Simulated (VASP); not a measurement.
# Cr (P-1) in VASP: further runs, part 2 of 4

VASP 6.6.1.

**3. Single point, PBEsol, collinear spin, ferromagnetic start**

INCAR

```
  PREC = Accurate
  ENCUT = 520
  EDIFF = 1E-6
  ISMEAR = -1
  SIGMA = 0.1
  LREAL = False
  LASPH = True
  NELM = 150
  ALGO = Fast
  ISIF = 2
  LWAVE = False
  LCHARG = True
  ISPIN = 2
  MAGMOM = 3
  LORBIT = 11
  LMAXMIX = 4
  GGA = PS
  LELF = True
  LVHAR = True
  NBANDS = 16
```

KPOINTS

```
Automatic mesh
0
Gamma
  9 9 9
```

POSCAR

```
Cr
1.0
   -0.0174283700      1.8156326700      1.8106573700
    1.8310089900     -0.0170405700      1.8102695700
    1.8558983200      1.8401342100     -0.0419299100
Cr
1
Direct
    0.0000000000      0.0000000000      0.0000000000
```

Potentials or basis: VASP PAW PBE potentials, release 64 (Cr_pv).

Launch:

```bash
> cat potpaw_PBE.64/Cr_pv/POTCAR > POTCAR
> mpirun -np 1 vasp_std > vasp.out
```

OUTCAR:

```text
PREC = Accurate
   ENCUT = 520
   EDIFF = 1E-6
   ISMEAR = -1
   LREAL = False
   LASPH = True
   NELM = 150
   ISIF = 2
   ISPIN = 2
   LORBIT = 11
   GGA = PS

 ion  position               nearest neighbor table
   1  0.000  0.000  0.000-

  LATTYP: Found a triclinic cell.
 ALAT       =     4.4579143179
 B/A-ratio  =     0.5752097813
 C/A-ratio  =     0.5884016498
 COS(alpha) =     0.0026486038
 COS(beta)  =     0.3043724544
 COS(gamma) =     0.8580110302

  Lattice vectors:

 A1 = (  -1.8384699500,  -3.6557668800,  -1.7687274600)
 A2 = (   0.0174283700,  -1.8156326700,  -1.8106573700)
 A3 = (  -0.0248893300,  -1.8571747800,   1.8521994800)

Analysis of symmetry for initial positions (statically):
=====================================================================
 Subroutine PRICEL returns:
 Original cell was already a primitive cell.

 Routine SETGRP: Setting up the symmetry group for a
 triclinic supercell.

 Subroutine GETGRP returns: Found  2 space group operations
 (whereof  2 operations were pure point group operations)
 out of a pool of  2 trial point group operations.

The static configuration has the point symmetry S_2 .

Analysis of symmetry for dynamics (positions and initial velocities):
=====================================================================
 Subroutine PRICEL returns:
 Original cell was already a primitive cell.

 Routine SETGRP: Setting up the symmetry group for a
 triclinic supercell.

 Subroutine GETGRP returns: Found  2 space group operations
 (whereof  2 operations were pure point group operations)
 out of a pool of  2 trial point group operations.

The dynamic configuration has the point symmetry S_2 .

Analysis of structural, dynamic, and magnetic symmetry:
=====================================================================
 Subroutine PRICEL returns:
 Original cell was already a primitive cell.

 Routine SETGRP: Setting up the symmetry group for a
 triclinic supercell.

 Subroutine GETGRP returns: Found  2 space group operations
 (whereof  2 operations were pure point group operations)
 out of a pool of  2 trial point group operations.

The overall configuration has the point symmetry S_2 .

 Subroutine INISYM returns: Found  2 space group operations
 (whereof  2 operations are pure point group operations),
 and found     1 'primitive' translations

----------------------------------------------------------------------------------------

                                     Primitive cell

  volume of cell :      12.4553

  direct lattice vectors                    reciprocal lattice vectors
    -0.017428370  1.815632670  1.810657370    -0.267390350  0.275902865  0.273050868
     1.831008990 -0.017040570  1.810269570     0.273617217 -0.269738007  0.273112875
     1.855898320  1.840134210 -0.041929910     0.266363859  0.268711517 -0.266886010

  length of vectors
     2.564235920  2.574870913  2.613849767     0.471356306  0.471397514  0.463015904

  position of ions in fractional coordinates (direct lattice)
     0.000000000  0.000000000  0.000000000

  ion indices of the primitive-cell ions
   primitive index   ion index
                 1           1

[... 60 lines left out ...]
   NGXF,Y,Z  is equivalent  to a cutoff of  25.93, 25.83, 25.44 a.u.
 SYSTEM =  unknown system
   PREC   = accura    normal or accurate (medium, high low for compatibility)
   ISTART =      0    job   : 0-new  1-cont  2-samecut
   ICHARG =      2    charge: 1-file 2-atom 10-const
   ISPIN  =      2    spin polarized calculation?
   LNONCOLLINEAR =      F non collinear calculations
   LSORBIT =      F    spin-orbit coupling
   LASPH  =      T    aspherical Exc in radial PAW
   ENCUT  =  520.0 eV  38.22 Ry    6.18 a.u.   4.77  4.79  4.86*2*pi/ulx,y,z
   NELM   =    150;   NELMIN=  2; NELMDL= -5     # of ELM steps
   EDIFF  = 0.1E-05   stopping-criterion for ELM
   LREAL  =      F    real-space projection
   EDIFFG = 0.1E-04   stopping-criterion for IOM
   NSW    =      0    number of steps for IOM
   IBRION =     -1    ionic relax: 0-MD 1-quasi-New 2-CG
   NFREE  =      0    steps in history (QN), initial steepest desc. (CG)
   ISIF   =      2    stress and relaxation
   ISYM   =      2    0-nonsym 1-usesym 2-fastsym
   POTIM  = 0.5000    time-step for ionic-motion
   TEBEG  =    0.0;   TEEND  =   0.0 temperature during run
   PSTRESS=    0.0 pullay stress
   NELECT =      12.0000    total number of electrons
   NUPDOWN=      -1.0000    fix difference up-down
   EMIN   =  10.00;   EMAX   =-10.00  energy-range for DOS
   EFERMI =   0.00;   METHOD = LEGACY
   ISMEAR =    -1;   SIGMA  =   0.10  broadening in eV -4-tet -1-fermi 0-gaus
   EFERMI_NEDOS =   21; number of points for ismear=-14 and -15
   IALGO  =     68    algorithm
   IMIX   =      4    mixing-type and parameters
     AMIX     =   0.40;   BMIX     =  1.00
     AMIX_MAG =   1.60;   BMIX_MAG =  1.00
  volume/ion in A,a.u.               =      12.46        84.05
  Fermi-wavevector in a.u.,A,eV,Ry     =   1.616903  3.055504 35.570735  2.614375
  Thomas-Fermi vector in A             =   2.711414
   LORBIT       =     11    0 simple, 1 ext, 2 COOP (PROOUT), +10 PAW based schemes
   GGA     = PS    functional components
   LHFCALC =     F    Hartree Fock is set to
   AEXX    =    0.0000 exact exchange contribution
   IVDW    =     0    specifies the selected vdW correction
   LEPSILON=     F    determine dielectric tensor
   LRPA    =     F    only Hartree local field effects (RPA)
 spin polarized calculation
 RMM-DIIS sequential band-by-band and
  energy-cutoff  :      520.00
  volume of cell :       12.46
 maximum number of plane-waves:       344
   NGX =  9   NGY =  9   NGZ =  9

 number of electron      11.9999996 magnetization       0.2399081

 number of electron      11.9999996 magnetization      -0.0006937

 Free energy of the ion-electron system (eV)
  ---------------------------------------------------
  ext. energy  EPLUGINS =         0.00000000
  ---------------------------------------------------
  free energy    TOTEN  =        -9.81026861 eV

  energy without entropy =       -9.75441498  energy(sigma->0) =       -9.78234179

 E-fermi :   9.5743     XC(G=0): -13.3832

 val. band max:        9.5738605807   @ k =  -0.0000   0.0000   0.2222
 cond. band min:       9.5744410117   @ k =  -0.3333  -0.3333   0.2222
 fundamental gap:      0.0005804310
 Fermi energy:         9.5742731791

 spin component 1

 k-point     1 :       0.0000    0.0000    0.0000
  band No.  band energies     occupation
      1     -32.7814      1.00000
      2     -32.7430      1.00000
      3     -32.7195      1.00000
      4       2.1899      1.00000
      5       8.9794      0.99740
      6       9.1564      0.98491
[... 435 lines left out ...]
      5       8.7864      0.99962
      6       9.0638      0.99397
[... 8 lines left out ...]
     15      36.6759      0.00000
     16      37.4337      0.00000

 [... further k-points ...]

 spin component 2

 k-point     1 :       0.0000    0.0000    0.0000
  band No.  band energies     occupation
      1     -32.7821      1.00000
      2     -32.7438      1.00000
      3     -32.7204      1.00000
      4       2.1899      1.00000
      5       8.9788      0.99741
      6       9.1557      0.98501
[... 435 lines left out ...]
      5       8.7860      0.99962
      6       9.0633      0.99400
[... 8 lines left out ...]
     15      36.6760      0.00000
     16      37.4337      0.00000

 [... further k-points ...]

------------------------ aborting loop because EDIFF is reached ----------------------------------------

  FORCE on cell =-STRESS in cart. coord.  units (eV):
  Direction    XX          YY          ZZ          XY          YZ          ZX
  --------------------------------------------------------------------------------------
  -------------------------------------------------------------------------------------
  Total       -1.3273474     -1.4656823     -1.5412433     -0.0213541     -0.0947566     -0.0812597
  in kB     -170.7423783   -188.5369851   -198.2567255     -2.7468732    -12.1889488    -10.4527872
  external PRESSURE =    -185.8453630 kB  Pullay stress =       0.0000000 kB

 VOLUME and BASIS-vectors are now :
 -----------------------------------------------------------------------------
  energy-cutoff  :      520.00
  volume of cell :       12.46
      direct lattice vectors                 reciprocal lattice vectors
    -0.017428370  1.815632670  1.810657370    -0.267390350  0.275902865  0.273050868
     1.831008990 -0.017040570  1.810269570     0.273617217 -0.269738007  0.273112875
     1.855898320  1.840134210 -0.041929910     0.266363859  0.268711517 -0.266886010

 POSITION                                       TOTAL-FORCE (eV/Angst)
 -----------------------------------------------------------------------------------
      0.00000      0.00000      0.00000         0.000000      0.000000      0.000000
 -----------------------------------------------------------------------------------
    total drift:                               -0.000000     -0.000000     -0.000000

  FREE ENERGIE OF THE ION-ELECTRON SYSTEM (eV)
  ---------------------------------------------------
  free  energy   TOTEN  =        -9.8102686090 eV

  energy  without entropy=       -9.7544149790  energy(sigma->0) =       -9.78234179

 total charge

# of ion       s       p       d       tot
------------------------------------------
    1        0.416   6.350   4.149  10.914

 magnetization (x)

# of ion       s       p       d       tot
------------------------------------------
    1        0.000  -0.000  -0.001  -0.001
```

OSZICAR:

```text
N       E                     dE             d eps       ncg     rms          rms(c)
DAV:   1     0.810160145388E+02    0.81016E+02   -0.62366E+03 23880   0.848E+02
DAV:   2    -0.913517575406E+01   -0.90151E+02   -0.85815E+02 25344   0.245E+02
DAV:   3    -0.106436571402E+02   -0.15085E+01   -0.15046E+01 26192   0.350E+01
DAV:   4    -0.106493419061E+02   -0.56848E-02   -0.56846E-02 28104   0.214E+00
DAV:   5    -0.106493872932E+02   -0.45387E-04   -0.45388E-04 26592   0.172E-01    0.157E+01
RMM:   6    -0.975774618043E+01    0.89164E+00   -0.18771E+00 27347   0.129E+01    0.347E+00
RMM:   7    -0.980385076174E+01   -0.46105E-01   -0.69089E-02 25669   0.253E+00    0.243E+00
RMM:   8    -0.981178635110E+01   -0.79356E-02   -0.64235E-03 28229   0.874E-01    0.987E-01
RMM:   9    -0.980965049131E+01    0.21359E-02   -0.26338E-03 28388   0.516E-01    0.311E-01
RMM:  10    -0.981024962702E+01   -0.59914E-03   -0.71035E-04 27309   0.246E-01    0.641E-02
RMM:  11    -0.981026665478E+01   -0.17028E-04   -0.42333E-05 28880   0.712E-02    0.236E-02
RMM:  12    -0.981026912198E+01   -0.24672E-05   -0.40290E-06 26024   0.226E-02    0.114E-02
RMM:  13    -0.981026860903E+01    0.51295E-06   -0.88086E-07 19473   0.105E-02
   1 F= -.98102686E+01 E0= -.97823418E+01  d E =-.558536E-01  mag=    -0.0002
```

stdout:

```text
POSCAR found type information on POSCAR Cr
 POSCAR found :  1 types and       1 ions
 scaLAPACK will be used
 -----------------------------------------------------------------------------
|                                                                             |
|                                                                             |
|     You enforced a specific xc type in the INCAR file but a different       |
|     I HOPE YOU KNOW WHAT YOU ARE DOING!                                     |
|                                                                             |
 -----------------------------------------------------------------------------

 LDA part: xc-table for (Slater+PW92), standard interpolation
 POSCAR, INCAR and KPOINTS ok, starting setup
 FFT: planning ... GRIDC
 FFT: planning ... GRID_SOFT
 FFT: planning ... GRID
 WAVECAR not read
 entering main loop
WARNING in EDDRMM: call to ZHEGV failed, returncode =   6  3     16
```

Run time: 3.4 min. Hardware: 1 thread of AMD EPYC 7R43 (Zen 3), shared host; peak memory 0.17 GiB.

Results:

```
Free energy                                           : -9.8103 eV
Pressure                                              : -18.6 GPa
Band gap on the k mesh                                : zero (filled and empty bands overlap)
Net moment                                            : 0.00 μB per cell
Valence electrons inside the program's atomic spheres : Cr 10.91
```

Stress tensor (GPa, compression positive):
```
-17.07  -0.27  -1.05
 -0.27 -18.85  -1.22
 -1.05  -1.22 -19.83
```

Levels at points of the mesh, in eV from the Fermi level:
Spin up:
| k point | band 4 | band 5 | band 6 | band 7 | band 8 | band 9 |
| --- | --- | --- | --- | --- | --- | --- |
| (0.00, 0.00, 0.00) | -7.38 | -0.59 | -0.42 | -0.23 | 1.17 | 1.26 |
Spin down:
```tsv
k point	band 2	band 3	band 4	band 5	band 6	band 7	band 8	band 9	band 10	band 11
(0.00, 0.00, 0.00)	-42.32	-42.29	-7.38	-0.60	-0.42	-0.24	1.17	1.26	7.43	19.45
```

Caveat: the starting moments collapsed, and a magnetic state may lie lower; the PAW data sets were made with another functional, which shifts forces and pressure a little.

(Continued in part 3 of 4.)
